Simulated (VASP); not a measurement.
# BN in VASP: a series of runs, part 2 of 2

VASP 6.6.1. Earlier steps stand in the parts before.

## Step 5: Single point, PBEsol (strained)

INCAR

```
SYSTEM = BN
PREC = Accurate
ENCUT = 520
EDIFF = 1E-6
ISMEAR = 0
SIGMA = 0.02
LREAL = .FALSE.
LASPH = .TRUE.
NELM = 100
ALGO = Normal
ISIF = 2
LWAVE = .FALSE.
LCHARG = .FALSE.
GGA = PS
NBANDS = 16
```

KPOINTS

```
regular mesh
0
G
  12 12 4
  0 0 0
```

POSCAR

```
BN
1.0
    2.4622501626      0.0000000000      0.0000000000
   -1.2311250813      2.1323711913      0.0000000000
    0.0000000000      0.0000000000      6.5501577960
B N
2 2
Direct
    0.3333333333      0.6666666667      0.2500000000
    0.6666666667      0.3333333333      0.7500000000
    0.3333333333      0.6666666667      0.7500000000
    0.6666666667      0.3333333333      0.2500000000
```

Potentials or basis: VASP PAW PBE potentials, release 64 (B, N).

The run is started by

```bash
> cat potpaw_PBE.64/B/POTCAR potpaw_PBE.64/N/POTCAR > POTCAR
> mpirun -np 1 vasp_std > vasp.out
```

OUTCAR:

```text
SYSTEM = BN
   PREC = Accurate
   ENCUT = 520
   EDIFF = 1E-6
   ISMEAR = 0
   LREAL = .FALSE.
   LASPH = .TRUE.
   NELM = 100
   ISIF = 2
   GGA = PS

 ion  position               nearest neighbor table
   1  0.333  0.667  0.250-   4 1.42   4 1.42   4 1.42
   2  0.667  0.333  0.750-   3 1.42   3 1.42   3 1.42
   3  0.333  0.667  0.750-   2 1.42   2 1.42   2 1.42
   4  0.667  0.333  0.250-   1 1.42   1 1.42   1 1.42

  LATTYP: Found a hexagonal cell.
 ALAT       =     2.4622501626
 C/A-ratio  =     2.6602324555

  Lattice vectors:
[... 653 lines left out ...]
  Direction    XX          YY          ZZ          XY          YZ          ZX
  --------------------------------------------------------------------------------------
  -------------------------------------------------------------------------------------
  Total        4.4403319      4.4403319      0.2610506      0.0000000      0.0000000      0.0000000
  in kB      206.8613122    206.8613122     12.1615409      0.0000000      0.0000000      0.0000000
  external PRESSURE =     141.9613884 kB  Pullay stress =       0.0000000 kB

 VOLUME and BASIS-vectors are now :
 -----------------------------------------------------------------------------
  energy-cutoff  :      520.00
  volume of cell :       34.39
      direct lattice vectors                 reciprocal lattice vectors
     2.462250163  0.000000000  0.000000000     0.406132575  0.234480752  0.000000000
    -1.231125081  2.132371191  0.000000000     0.000000000  0.468961504  0.000000000
     0.000000000  0.000000000  6.550157796     0.000000000  0.000000000  0.152668078

 POSITION                                       TOTAL-FORCE (eV/Angst)
 -----------------------------------------------------------------------------------
     -0.00000      1.42158      1.63754         0.000000      0.000000      0.000000
      1.23113      0.71079      4.91262        -0.000000     -0.000000      0.000000
     -0.00000      1.42158      4.91262         0.000000     -0.000000      0.000000
      1.23113      0.71079      1.63754         0.000000      0.000000      0.000000
 -----------------------------------------------------------------------------------
    total drift:                               -0.000000      0.000000      0.000000

  FREE ENERGIE OF THE ION-ELECTRON SYSTEM (eV)
  ---------------------------------------------------
  free  energy   TOTEN  =       -36.4840453087 eV

  energy  without entropy=      -36.4840453087  energy(sigma->0) =      -36.48404531
```

It took 27 s on 1 thread of Intel Xeon 8259CL, shared host; peak memory 0.15 GiB.

What came out:

- Free energy: -36.4840 eV
- Pressure: 14.2 GPa
- Band gap on the k mesh: 4.22 eV (least direct gap 4.68 eV)

Stress tensor (GPa, compression positive):
```
20.69  0.00  0.00
 0.00 20.69  0.00
 0.00  0.00  1.22
```

Caveat: the cell differs from its parent crystal (strained); the cell stands under pressure; the PAW data sets were made with another functional, which shifts forces and pressure a little; this functional lacks dispersion, which binds the layers, so the pressure and a relaxed spacing across them are unreliable.

## Step 6: Single point, PBE (strained)

INCAR

```
PREC = Accurate ; ENCUT = 520
EDIFF = 1E-6 ; ISMEAR = 0
SIGMA = 0.02 ; LREAL = F
LASPH = T ; NELM = 100
ALGO = Normal ; ISIF = 2
LWAVE = F ; LCHARG = T
GGA = PE ; LELF = T
LVHAR = T ; NBANDS = 16
```

KPOINTS

```
Automatic mesh
0
Gamma
  12 12 4
```

POSCAR

```
BN
1.0
    2.4087148200      0.0000000000      0.0000000000
   -1.2043574100      2.0860082246      0.0000000000
    0.0000000000      0.0000000000      7.0072493400
B N
2 2
Direct
    0.3333333333      0.6666666667      0.2500000000
    0.6666666667      0.3333333333      0.7500000000
    0.3333333333      0.6666666667      0.7500000000
    0.6666666667      0.3333333333      0.2500000000
```

Potentials or basis: VASP PAW PBE potentials, release 64 (B, N).

The run is started by

```bash
> cat potpaw_PBE.64/B/POTCAR potpaw_PBE.64/N/POTCAR > POTCAR
> mpirun -np 1 vasp_std > vasp.out
```

Wall time 36 s (1 thread of Intel Xeon 8259CL, shared host); peak memory 0.16 GiB.

It converged, with:

| Quantity | Value |
| --- | --- |
| Free energy | -34.7213 eV |
| Pressure | 34.5 GPa |
| Band gap on the k mesh | 4.55 eV (least direct gap 4.95 eV) |

Stress tensor (GPa, compression positive):
```
51.07  0.00  0.00
 0.00 51.07  0.00
 0.00  0.00  1.48
```

Levels at points of the mesh, in eV from the valence-band top:
| k point | band 5 | band 6 | band 7 | band 8 | band 9 | band 10 | band 11 | band 12 |
| --- | --- | --- | --- | --- | --- | --- | --- | --- |
| (0.00, 0.00, 0.00) | -1.18 | -1.18 | -1.16 | -1.16 | 4.88 | 9.85 | 12.57 | 12.57 |
| (0.50, 0.00, 0.00) | -4.31 | -4.28 | -1.39 | -0.68 | 4.55 | 5.66 | 10.54 | 11.28 |
| (0.00, 0.00, 0.50) | -1.17 | -1.17 | -1.17 | -1.17 | 7.02 | 7.02 | 12.60 | 12.60 |
| (0.50, 0.00, 0.50) | -4.30 | -4.30 | -1.03 | -1.03 | 4.97 | 4.97 | 11.09 | 11.09 |

Caveat: the cell differs from its parent crystal (strained); the cell stands under pressure; this functional lacks dispersion, which binds the layers, so the pressure and a relaxed spacing across them are unreliable.

## Step 7: Single point, PBE (atoms moved at random and the cell strained at random)

INCAR

```
SYSTEM = BN
  PREC = Accurate
  ENCUT = 520
  EDIFF = 1E-6
  ISMEAR = 0
  SIGMA = 0.02
  LREAL = .FALSE.
  LASPH = .TRUE.
  NELM = 100
  ALGO = Normal
  ISIF = 2
  LWAVE = .FALSE.
  LCHARG = .FALSE.
  GGA = PE
  NBANDS = 16
```

KPOINTS

```
regular mesh
0
G
  12 12 4
  0 0 0
```

POSCAR

```
BN
1.0
    2.6437394813     -0.0431437771     -0.0057842208
   -1.3592333477      2.2283883861      0.0300419862
   -0.0153873720      0.0833982240      6.8874809640
B N
2 2
Direct
    0.3201962004      0.6618062098      0.2484327148
    0.6828697651      0.3434231622      0.7471626734
    0.3341830048      0.6611375512      0.7504128385
    0.6627510298      0.3336330768      0.2539917733
```

Potentials or basis: VASP PAW PBE potentials, release 64 (B, N).

The run is started by

```bash
> cat potpaw_PBE.64/B/POTCAR potpaw_PBE.64/N/POTCAR > POTCAR
> mpirun -np 1 vasp_std > vasp.out
```

OUTCAR:

```text
SYSTEM = BN
   PREC = Accurate
   ENCUT = 520
   EDIFF = 1E-6
   ISMEAR = 0
   LREAL = .FALSE.
   LASPH = .TRUE.
   NELM = 100
   ISIF = 2
   GGA = PE

 ion  position               nearest neighbor table
   1  0.320  0.662  0.248-   4 1.47   4 1.48   4 1.54
   2  0.683  0.343  0.747-   3 1.46   3 1.51   3 1.54
   3  0.334  0.661  0.750-   2 1.46   2 1.51   2 1.54
   4  0.663  0.334  0.254-   1 1.47   1 1.48   1 1.54

  LATTYP: Found a triclinic cell.
 ALAT       =     2.6103893606
 B/A-ratio  =     1.0129131926
 C/A-ratio  =     2.6386879894
 COS(alpha) =     0.0046186289
 COS(beta)  =     0.0230068833
 COS(gamma) =     0.5345851927

  Lattice vectors:

 A1 = (  -1.3592333477,   2.2283883861,   0.0300419862)
 A2 = (  -2.6437394813,   0.0431437771,   0.0057842208)
 A3 = (  -0.0153873720,   0.0833982240,   6.8874809640)

Analysis of symmetry for initial positions (statically):
=====================================================================
 Subroutine PRICEL returns:
 Original cell was already a primitive cell.

 Routine SETGRP: Setting up the symmetry group for a
 triclinic supercell.

 Subroutine GETGRP returns: Found  1 space group operations
 (whereof  1 operations were pure point group operations)
 out of a pool of  2 trial point group operations.

The static configuration has the point symmetry C_1 .

Analysis of symmetry for dynamics (positions and initial velocities):
=====================================================================
 Subroutine PRICEL returns:
 Original cell was already a primitive cell.

 Routine SETGRP: Setting up the symmetry group for a
 triclinic supercell.

 Subroutine GETGRP returns: Found  1 space group operations
 (whereof  1 operations were pure point group operations)
 out of a pool of  2 trial point group operations.

The dynamic configuration has the point symmetry C_1 .

[... 120 lines left out ...]
   IMIX   =      4    mixing-type and parameters
     AMIX     =   0.40;   BMIX     =  1.00
     AMIX_MAG =   1.60;   BMIX_MAG =  1.00
  volume/ion in A,a.u.               =      10.04        67.76
  Fermi-wavevector in a.u.,A,eV,Ry     =   1.204560  2.276289 19.741585  1.450966
  Thomas-Fermi vector in A             =   2.340282
   LORBIT       =      0    0 simple, 1 ext, 2 COOP (PROOUT), +10 PAW based schemes
   GGA     = PE    functional components
   LHFCALC =     F    Hartree Fock is set to
   AEXX    =    0.0000 exact exchange contribution
   IVDW    =     0    specifies the selected vdW correction
   LEPSILON=     F    determine dielectric tensor
   LRPA    =     F    only Hartree local field effects (RPA)
 non-spin polarized calculation
 Gauss-broadening in eV      SIGMA  =   0.02
  energy-cutoff  :      520.00
  volume of cell :       40.17
 maximum number of plane-waves:      1100
   NGX =  9   NGY =  9   NGZ = 25

 number of electron      16.0000003 magnetization

 Free energy of the ion-electron system (eV)
  ---------------------------------------------------
  ext. energy  EPLUGINS =         0.00000000
  ---------------------------------------------------
  free energy    TOTEN  =       -34.80669043 eV

  energy without entropy =      -34.80669043  energy(sigma->0) =      -34.80669043

 E-fermi :   1.7855     XC(G=0):  -9.6190

 val. band max:        1.6021565082   @ k =   0.3333   0.2500   0.0000
 cond. band min:       5.5614842420   @ k =   0.5000  -0.0000   0.0000
 fundamental gap:      3.9593277338
 Fermi energy:         1.7854893354

 k-point     1 :       0.0000    0.0000    0.0000
  band No.  band energies     occupation
      1     -15.5938      2.00000
      2     -15.3636      2.00000
      3      -4.0072      2.00000
      4      -2.1637      2.00000
      5      -0.2887      2.00000
      6      -0.0667      2.00000
[... 433 lines left out ...]
      3      -6.3040      2.00000
      4      -6.2467      2.00000
      5      -3.4300      2.00000
      6      -3.3546      2.00000
[... 8 lines left out ...]
     15      15.0065      0.00000
     16      17.0299      0.00000

 [... further k-points ...]

------------------------ aborting loop because EDIFF is reached ----------------------------------------

  FORCE on cell =-STRESS in cart. coord.  units (eV):
  Direction    XX          YY          ZZ          XY          YZ          ZX
  --------------------------------------------------------------------------------------
  -------------------------------------------------------------------------------------
  Total       -9.3673789     -4.6151947      0.3705186      2.6992614     -0.0788334      0.0497350
  in kB     -373.6541785   -184.0949098     14.7795672    107.6704946     -3.1445767      1.9838746
  external PRESSURE =    -180.9898404 kB  Pullay stress =       0.0000000 kB

 VOLUME and BASIS-vectors are now :
 -----------------------------------------------------------------------------
  energy-cutoff  :      520.00
  volume of cell :       40.17
      direct lattice vectors                 reciprocal lattice vectors
     2.643739481 -0.043143777 -0.005784221     0.382051204  0.233063446 -0.001968545
    -1.359233348  2.228388386  0.030041986     0.007386082  0.453333821 -0.005472768
    -0.015387372  0.083398224  6.887480964     0.000288636 -0.001781632  0.145213182

 POSITION                                       TOTAL-FORCE (eV/Angst)
 -----------------------------------------------------------------------------------
     -0.05686      1.48167      1.72911         0.627230      0.236534      0.501971
      1.32704      0.79813      5.15244        -0.767871     -0.911188      0.269291
     -0.02669      1.52144      5.18638         0.770562      0.905580     -0.259099
      1.29475      0.73605      1.75555        -0.629921     -0.230926     -0.512163
 -----------------------------------------------------------------------------------
    total drift:                                0.000052      0.000255     -0.000027

  FREE ENERGIE OF THE ION-ELECTRON SYSTEM (eV)
  ---------------------------------------------------
  free  energy   TOTEN  =       -34.8066904345 eV

  energy  without entropy=      -34.8066904345  energy(sigma->0) =      -34.80669043
```

OSZICAR:

```text
N       E                     dE             d eps       ncg     rms          rms(c)
DAV:   1     0.484452281139E+02    0.48445E+02   -0.78049E+03  9384   0.913E+02
DAV:   2    -0.342374275492E+02   -0.82683E+02   -0.75047E+02 13088   0.210E+02
DAV:   3    -0.377665985016E+02   -0.35292E+01   -0.35133E+01 12120   0.436E+01
DAV:   4    -0.377922647966E+02   -0.25666E-01   -0.25661E-01 11840   0.415E+00
DAV:   5    -0.377925296013E+02   -0.26480E-03   -0.26480E-03 11936   0.405E-01    0.104E+01
DAV:   6    -0.350469746953E+02    0.27456E+01   -0.50396E+00 12264   0.170E+01    0.456E+00
DAV:   7    -0.348729501969E+02    0.17402E+00   -0.42584E-01 12984   0.489E+00    0.296E+00
DAV:   8    -0.348107665894E+02    0.62184E-01   -0.21803E-01 12880   0.303E+00    0.479E-01
DAV:   9    -0.348056043173E+02    0.51623E-02   -0.15012E-02 10560   0.991E-01    0.174E-01
DAV:  10    -0.348065469871E+02   -0.94267E-03   -0.14969E-03 11472   0.289E-01    0.407E-02
DAV:  11    -0.348066618492E+02   -0.11486E-03   -0.93269E-05 11504   0.774E-02    0.237E-02
DAV:  12    -0.348066896249E+02   -0.27776E-04   -0.37363E-05 10776   0.415E-02    0.371E-03
DAV:  13    -0.348066904345E+02   -0.80960E-06   -0.13768E-06 11480   0.107E-02
   1 F= -.34806690E+02 E0= -.34806690E+02  d E =-.212641E-40
```

stdout:

```text
POSCAR found type information on POSCAR B N
 POSCAR found :  2 types and       4 ions
 scaLAPACK will be used
 LDA part: xc-table for (Slater+PW92), standard interpolation
 POSCAR, INCAR and KPOINTS ok, starting setup
 FFT: planning ... GRIDC
 FFT: planning ... GRID_SOFT
 FFT: planning ... GRID
 WAVECAR not read
 entering main loop
```

It took 3.8 min on 1 thread of Intel Xeon 8259CL, shared host; peak memory 0.27 GiB.

What came out:

| Quantity | Value |
| --- | --- |
| Free energy | -34.8067 eV |
| Pressure | -18.1 GPa |
| Largest force | 1.222 eV/Å |
| Band gap on the k mesh | 3.96 eV (least direct gap 4.28 eV) |

Forces in eV/Å, atoms in the order of the input:
```
B    0.627  0.237  0.502
B   -0.768 -0.911  0.269
N    0.771  0.906 -0.259
N   -0.630 -0.231 -0.512
```

Stress tensor (GPa, compression positive):
```
-37.37  10.77   0.20
 10.77 -18.41  -0.31
  0.20  -0.31   1.48
```

Caveat: the cell differs from its parent crystal (atoms moved at random and the cell strained at random); the cell stands under tension; forces of over 1 eV/Å act on the atoms, so gaps and moduli don't describe the material at rest.

## Step 8: Overview

```tsv
task	level	cell	cutoff (eV)	smearing	gap on the mesh (eV)	pressure (GPa)
single point	PBE	a = 2.512, b = 2.512, c = 8.344 Å, angles 90.0, 90.0, 120.0°, 4 atoms, atomic positions A	520	gaussian 0.02 eV	4.40	0.1
single point	PBE	a = 2.512, b = 2.512, c = 8.344 Å, angles 90.0, 90.0, 120.0°, 4 atoms, atomic positions A	520	gaussian 0.05 eV	4.40	0.1
relaxation of cell and atoms	PBE	relaxed from a = 2.512, b = 2.512, c = 8.344 Å, angles 90.0, 90.0, 120.0°, 4 atoms, atomic positions A	600	gaussian 0.02 eV	4.49	0.0
single point	PBEsol	a = 2.462, b = 2.462, c = 6.550 Å, angles 90.0, 90.0, 120.0°, 4 atoms, atomic positions A	520	gaussian 0.02 eV	4.22	14.2
single point	PBE	a = 2.409, b = 2.409, c = 7.007 Å, angles 90.0, 90.0, 120.0°, 4 atoms, atomic positions A	520	gaussian 0.02 eV	4.55	34.5
single point	PBE	a = 2.644, b = 2.610, c = 6.888 Å, angles 88.7, 90.3, 122.3°, 4 atoms, atomic positions B	520	gaussian 0.02 eV	3.96	-18.1
```

Alike in all rows: potentials or basis VASP PAW PBE potentials, release 64 (B, N); no spin polarisation; k mesh 12 × 12 × 4.

Caveats: this functional lacks dispersion, which binds the layers, so the pressure and a relaxed spacing across them are unreliable (at least some runs); the cell stands under pressure (at least some runs); the PAW data sets were made with another functional, which shifts forces and pressure a little (at least some runs); the cell stands under tension (at least some runs); forces of over 1 eV/Å act on the atoms, so gaps and moduli don't describe the material at rest (at least some runs).

Total energies depend on the potentials used, so only differences within one code and one set of settings carry meaning.
